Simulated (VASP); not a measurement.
# KF (Fm-3m) in VASP: notebook

The runs below take KF through single point, with PBE.

Everything below comes from runs of VASP 6.6.1. Logs are shortened: lines on timing, memory, paths and dates and some standing lists are left out, and cuts for length are marked.

### 1 The cell of the first run

It takes space group Fm-3m (No. 225, cubic). The conventional cell has a = 5.366 Å, b = 5.366 Å, c = 5.366 Å, α = 90.00°, β = 90.00°, γ = 90.00°. K (site symmetry m-3m) has 6 F at 2.68 Å within 3.5 Å. Within 3.5 Å of F (site symmetry m-3m) lie 6 K at 2.68 Å.

### 2 Single point, PBE (volume scaled by 0.97)

INCAR

```
PREC = Accurate
ENCUT = 520
EDIFF = 1E-7
ISMEAR = 0
SIGMA = 0.02
LREAL = False
LASPH = True
NELM = 100
ALGO = Normal
ISIF = 2
LWAVE = False
LCHARG = False
GGA = PE
NBANDS = 15
```

KPOINTS

```
Automatic mesh
0
Gamma
  8 8 8
```

POSCAR

```
KF
1.0
    0.0000000000      2.6829902415      2.6829902415
    2.6829902415      0.0000000000      2.6829902415
    2.6829902415      2.6829902415      0.0000000000
K F
1 1
Direct
    0.5000000000      0.5000000000      0.5000000000
    0.0000000000      0.0000000000      0.0000000000
```

Potentials or basis: VASP PAW PBE potentials, release 64 (K_sv, F).

The run is started by

```
$ cat potpaw_PBE.64/K_sv/POTCAR potpaw_PBE.64/F/POTCAR > POTCAR
$ mpirun -np 1 vasp_std > vasp.out
```

OUTCAR:

```text
PREC = Accurate
   ENCUT = 520
   EDIFF = 1E-7
   ISMEAR = 0
   LREAL = False
   LASPH = True
   NELM = 100
   ISIF = 2
   GGA = PE

 ion  position               nearest neighbor table
   1  0.500  0.500  0.500-   2 2.68   2 2.68   2 2.68   2 2.68   2 2.68   2 2.68
   2  0.000  0.000  0.000-   1 2.68   1 2.68   1 2.68   1 2.68   1 2.68   1 2.68

  LATTYP: Found a face centered cubic cell.
 ALAT       =     5.3659804830

  Lattice vectors:

 A1 = (   0.0000000000,   2.6829902415,   2.6829902415)
 A2 = (   2.6829902415,   0.0000000000,   2.6829902415)
 A3 = (   2.6829902415,   2.6829902415,   0.0000000000)

Analysis of symmetry for initial positions (statically):
=====================================================================
 Subroutine PRICEL returns:
 Original cell was already a primitive cell.

 Routine SETGRP: Setting up the symmetry group for a
 face centered cubic supercell.

 Subroutine GETGRP returns: Found 48 space group operations
 (whereof 48 operations were pure point group operations)
 out of a pool of 48 trial point group operations.

The static configuration has the point symmetry O_h .

Analysis of symmetry for dynamics (positions and initial velocities):
=====================================================================
 Subroutine PRICEL returns:
 Original cell was already a primitive cell.

 Routine SETGRP: Setting up the symmetry group for a
 face centered cubic supercell.

 Subroutine GETGRP returns: Found 48 space group operations
 (whereof 48 operations were pure point group operations)
 out of a pool of 48 trial point group operations.

The dynamic configuration has the point symmetry O_h .

 Subroutine INISYM returns: Found 48 space group operations
 (whereof 48 operations are pure point group operations),
 and found     1 'primitive' translations

----------------------------------------------------------------------------------------

                                     Primitive cell

  volume of cell :      38.6267

  direct lattice vectors                    reciprocal lattice vectors
     0.000000000  2.682990242  2.682990242    -0.186359232  0.186359232  0.186359232
     2.682990242  0.000000000  2.682990242     0.186359232 -0.186359232  0.186359232
     2.682990242  2.682990242  0.000000000     0.186359232  0.186359232 -0.186359232

  length of vectors
     3.794321187  3.794321187  3.794321187     0.322783658  0.322783658  0.322783658

[... 84 lines left out ...]
   IBRION =     -1    ionic relax: 0-MD 1-quasi-New 2-CG
   NFREE  =      0    steps in history (QN), initial steepest desc. (CG)
   ISIF   =      2    stress and relaxation
   ISYM   =      2    0-nonsym 1-usesym 2-fastsym
   POTIM  = 0.5000    time-step for ionic-motion
   TEBEG  =    0.0;   TEEND  =   0.0 temperature during run
   PSTRESS=    0.0 pullay stress
   NELECT =      16.0000    total number of electrons
   NUPDOWN=      -1.0000    fix difference up-down
   EMIN   =  10.00;   EMAX   =-10.00  energy-range for DOS
   EFERMI =   0.00;   METHOD = LEGACY
   ISMEAR =     0;   SIGMA  =   0.02  broadening in eV -4-tet -1-fermi 0-gaus
   EFERMI_NEDOS =   21; number of points for ismear=-14 and -15
   IALGO  =     38    algorithm
   IMIX   =      4    mixing-type and parameters
     AMIX     =   0.40;   BMIX     =  1.00
     AMIX_MAG =   1.60;   BMIX_MAG =  1.00
  volume/ion in A,a.u.               =      19.31       130.33
  Fermi-wavevector in a.u.,A,eV,Ry     =   1.220354  2.306134 20.262656  1.489263
  Thomas-Fermi vector in A             =   2.355574
   LORBIT       =      0    0 simple, 1 ext, 2 COOP (PROOUT), +10 PAW based schemes
   GGA     = PE    functional components
   LHFCALC =     F    Hartree Fock is set to
   AEXX    =    0.0000 exact exchange contribution
   IVDW    =     0    specifies the selected vdW correction
   LEPSILON=     F    determine dielectric tensor
   LRPA    =     F    only Hartree local field effects (RPA)
 non-spin polarized calculation
 Gauss-broadening in eV      SIGMA  =   0.02
  energy-cutoff  :      520.00
  volume of cell :       38.63
 maximum number of plane-waves:      1056
   NGX = 15   NGY = 15   NGZ = 15

 number of electron      15.9999995 magnetization

 Free energy of the ion-electron system (eV)
  ---------------------------------------------------
  ext. energy  EPLUGINS =         0.00000000
  ---------------------------------------------------
  free energy    TOTEN  =        -8.29423545 eV

  energy without entropy =       -8.29423545  energy(sigma->0) =       -8.29423545

 E-fermi :  -2.7152     XC(G=0):  -8.3473

 val. band max:       -2.8376233972   @ k =   0.0000   0.0000   0.0000
 cond. band min:       3.2632127815   @ k =   0.0000   0.0000   0.0000
 fundamental gap:      6.1008361788
 Fermi energy:        -2.7151751589

 k-point     1 :       0.0000    0.0000    0.0000
  band No.  band energies     occupation
      1     -29.0098      2.00000
      2     -21.4877      2.00000
      3     -12.2692      2.00000
      4     -12.2692      2.00000
      5     -12.2692      2.00000
      6      -2.8376      2.00000
      7      -2.8376      2.00000
      8      -2.8376      2.00000
      9       3.2632      0.00000
     10       7.8068      0.00000
     11       7.8068      0.00000
     12       7.8068      0.00000
     13       9.4620      0.00000
     14       9.4620      0.00000
[... 401 lines left out ...]
      2     -21.5467      2.00000
      3     -12.5785      2.00000
      4     -12.4767      2.00000
      5     -12.3402      2.00000
      6      -3.3981      2.00000
      7      -3.1103      2.00000
      8      -3.0897      2.00000
      9       6.5110      0.00000
     10       7.1935      0.00000
     11       8.7676      0.00000
     12       9.8150      0.00000
     13      11.0531      0.00000
     14      12.0843      0.00000
     15      12.3049      0.00000

 [... further k-points ...]
[... 5 lines left out ...]
  --------------------------------------------------------------------------------------
  -------------------------------------------------------------------------------------
  Total        0.2364006      0.2364006      0.2364006     -0.0000000      0.0000000      0.0000000
  in kB        9.8055494      9.8055494      9.8055494     -0.0000000      0.0000000      0.0000000
  external PRESSURE =       9.8055494 kB  Pullay stress =       0.0000000 kB

 VOLUME and BASIS-vectors are now :
 -----------------------------------------------------------------------------
  energy-cutoff  :      520.00
  volume of cell :       38.63
      direct lattice vectors                 reciprocal lattice vectors
     0.000000000  2.682990242  2.682990242    -0.186359232  0.186359232  0.186359232
     2.682990242  0.000000000  2.682990242     0.186359232 -0.186359232  0.186359232
     2.682990242  2.682990242  0.000000000     0.186359232  0.186359232 -0.186359232

 POSITION                                       TOTAL-FORCE (eV/Angst)
 -----------------------------------------------------------------------------------
      2.68299      2.68299      2.68299        -0.000000      0.000000      0.000000
      0.00000      0.00000      0.00000         0.000000      0.000000     -0.000000
 -----------------------------------------------------------------------------------
    total drift:                                0.000000      0.000000      0.000000

  FREE ENERGIE OF THE ION-ELECTRON SYSTEM (eV)
  ---------------------------------------------------
  free  energy   TOTEN  =        -8.2942354503 eV

  energy  without entropy=       -8.2942354503  energy(sigma->0) =       -8.29423545
```

OSZICAR:

```text
N       E                     dE             d eps       ncg     rms          rms(c)
DAV:   1     0.927648265137E+02    0.92765E+02   -0.76858E+03   878   0.998E+02
DAV:   2    -0.498418993101E+01   -0.97749E+02   -0.89369E+02  1116   0.264E+02
DAV:   3    -0.946283143439E+01   -0.44786E+01   -0.44574E+01  1399   0.477E+01
DAV:   4    -0.956078507052E+01   -0.97954E-01   -0.97933E-01  1061   0.460E+00
DAV:   5    -0.956139271328E+01   -0.60764E-03   -0.60764E-03  1172   0.369E-01    0.631E+00
DAV:   6    -0.832556876174E+01    0.12358E+01   -0.35267E+00   905   0.146E+01    0.395E+00
DAV:   7    -0.829659188367E+01    0.28977E-01   -0.65374E-02  1080   0.221E+00    0.222E+00
DAV:   8    -0.829195183391E+01    0.46400E-02   -0.51470E-02   968   0.223E+00    0.194E-01
DAV:   9    -0.829353225944E+01   -0.15804E-02   -0.37810E-03  1066   0.511E-01    0.122E-01
DAV:  10    -0.829410549850E+01   -0.57324E-03   -0.46227E-04   947   0.185E-01    0.624E-02
DAV:  11    -0.829423617111E+01   -0.13067E-03   -0.12952E-04   905   0.947E-02    0.193E-02
DAV:  12    -0.829423543553E+01    0.73558E-06   -0.12340E-05  1088   0.347E-02    0.436E-03
DAV:  13    -0.829423545229E+01   -0.16753E-07   -0.21120E-06   933   0.130E-02    0.227E-03
DAV:  14    -0.829423545027E+01    0.20152E-08   -0.62004E-08   929   0.233E-03
   1 F= -.82942355E+01 E0= -.82942355E+01  d E =-.347028E-20
```

Run time: 10 s. Hardware: 1 thread of AMD EPYC 9R45 (Zen 5), shared host; peak memory 0.13 GiB.

Results:

* Free energy: -8.2942 eV
* Pressure: 1.0 GPa
* Band gap on the k mesh: 6.10 eV, direct

Caveat: the cell differs from its parent crystal (volume scaled by 0.97). A k mesh can miss the band edges.

### 3 Single point, PBE (volume scaled by 0.94)

INCAR

```
  ALGO = Normal
  EDIFF = 1E-7
  ENCUT = 520
  GGA = PE
  ISIF = 2
  ISMEAR = 0
  LASPH = True
  LCHARG = True
  LELF = True
  LREAL = False
  LVHAR = True
  LWAVE = False
  NBANDS = 15
  NELM = 60
  PREC = Accurate
  SIGMA = 0.02
```

KPOINTS

```
k-points
0
Gamma
  8 8 8
```

POSCAR

```
KF
1.0
    0.0000000000      2.6550403939      2.6550403939
    2.6550403939      0.0000000000      2.6550403939
    2.6550403939      2.6550403939      0.0000000000
K F
1 1
Direct
    0.5000000000      0.5000000000      0.5000000000
    0.0000000000      0.0000000000      0.0000000000
```

Potentials or basis: VASP PAW PBE potentials, release 64 (K_sv, F).

The run is started by

```
$ cat potpaw_PBE.64/K_sv/POTCAR potpaw_PBE.64/F/POTCAR > POTCAR
$ mpirun -np 1 vasp_std > vasp.out
```

It took 11 s on 1 thread of AMD EPYC 9R45 (Zen 5), shared host; peak memory 0.13 GiB.

Results (log left out):

| Item | Value |
| --- | --- |
| Free energy | -8.2813 eV |
| Pressure | 2.1 GPa |
| Band gap on the k mesh | 6.27 eV, direct |

Levels at points of the mesh, in eV from the valence-band top:
```tsv
k point	band 6	band 7	band 8	band 9	band 10	band 11
(0.00, 0.00, 0.00)	0.00	0.00	0.00	6.27	10.73	10.73
(0.50, 0.00, 0.00)	-0.81	-0.36	-0.36	9.15	10.75	12.16
(0.50, 0.50, 0.00)	-0.20	-0.05	-0.05	8.22	10.41	11.96
```

Caveat: the cell differs from its parent crystal (volume scaled by 0.94).

### 4 Single point, PBE

This run uses another cell than the first one, of 19.91 Å³/atom, 1.031 times its volume.

INCAR

```
  PREC = Accurate
  ENCUT = 520
  EDIFF = 1E-6
  ISMEAR = 0
  SIGMA = 0.02
  LREAL = F
  LASPH = T
  NELM = 60
  ALGO = Normal
  ISIF = 2
  LWAVE = F
  LCHARG = T
  GGA = PE
  LELF = T
  LVHAR = T
  NBANDS = 15
```

KPOINTS

```
regular mesh
0
Gamma
  8 8 8
```

POSCAR

```
KF
1.0
    0.0000000000      2.7103695839      2.7103695839
    2.7103695839      0.0000000000      2.7103695839
    2.7103695839      2.7103695839      0.0000000000
K F
1 1
Direct
    0.5000000000      0.5000000000      0.5000000000
    0.0000000000      0.0000000000      0.0000000000
```

The run is started by

```
$ cat potpaw_PBE.64/K_sv/POTCAR potpaw_PBE.64/F/POTCAR > POTCAR
$ mpirun -np 1 vasp_std > vasp.out
```

It took 13 s on 1 thread of AMD EPYC 9R45 (Zen 5), shared host; peak memory 0.14 GiB.

The run converged. Its results:

| Quantity | Value |
| --- | --- |
| Free energy | -8.2993 eV |
| Pressure | 0.0 GPa |
| Band gap on the k mesh | 5.95 eV, direct |

Levels at points of the mesh, in eV from the valence-band top:
```tsv
k point	band 4	band 5	band 6	band 7	band 8	band 9	band 10	band 11	band 12	band 13
(0.00, 0.00, 0.00)	-9.54	-9.54	0.00	0.00	0.00	5.95	10.56	10.56	10.56	12.17
(0.50, 0.00, 0.00)	-9.57	-9.57	-0.75	-0.31	-0.31	8.89	10.29	11.87	11.87	14.02
(0.50, 0.50, 0.00)	-9.72	-9.72	-0.23	-0.07	-0.07	8.16	10.07	11.47	13.38	13.96
```

A k mesh can miss the band edges.

### 5 Single point, PBE (volume scaled by 1.03)

INCAR

```
SYSTEM = KF
PREC = Accurate
ENCUT = 520
EDIFF = 1E-6
ISMEAR = 0
SIGMA = 0.02
LREAL = .False.
LASPH = .True.
NELM = 100
ALGO = Normal
ISIF = 2
LWAVE = .False.
LCHARG = .False.
GGA = PE
NBANDS = 15
```

KPOINTS

```
regular mesh
0
Gamma
  8 8 8
  0 0 0
```

POSCAR

```
KF
1.0
    0.0000000000      2.7372066717      2.7372066717
    2.7372066717      0.0000000000      2.7372066717
    2.7372066717      2.7372066717      0.0000000000
K F
1 1
Direct
    0.5000000000      0.5000000000      0.5000000000
    0.0000000000      0.0000000000      0.0000000000
```

The run is started by

```
$ cat potpaw_PBE.64/K_sv/POTCAR potpaw_PBE.64/F/POTCAR > POTCAR
$ mpirun -np 1 vasp_std > vasp.out
```

It took 12 s on 1 thread of AMD EPYC 9R45 (Zen 5), shared host; peak memory 0.14 GiB.

The run converged. Its results:

| Property | Result |
| --- | --- |
| Free energy | -8.2976 eV |
| Pressure | -0.8 GPa |
| Band gap on the k mesh | 5.80 eV, direct |

Levels at points of the mesh, in eV from the valence-band top:
```tsv
k point	band 6	band 7	band 8	band 9	band 10	band 11
(0.00, 0.00, 0.00)	0.00	0.00	0.00	5.80	10.47	10.47
(0.50, 0.00, 0.00)	-0.72	-0.29	-0.29	8.76	10.08	11.73
(0.50, 0.50, 0.00)	-0.24	-0.07	-0.07	8.13	9.90	11.24
```

Caveat: the cell differs from its parent crystal (volume scaled by 1.03).

### 6 Summary

```csv
cell,gap on the mesh (eV),pressure (GPa)
"a = 3.794 Å, angles 60.0°, 2 atoms",6.10,1.0
"a = 3.755 Å, angles 60.0°, 2 atoms",6.27,2.1
"a = 3.833 Å, angles 60.0°, 2 atoms",5.95,0.0
"a = 3.871 Å, angles 60.0°, 2 atoms",5.80,-0.8
```

Alike in all rows: task single point; level PBE; potentials or basis VASP PAW PBE potentials, release 64 (K_sv, F); no spin polarisation; k mesh 8 × 8 × 8; cutoff (eV) 520; smearing gaussian 0.02 eV.

Absolute energies hang on the potentials; compare differences alone.
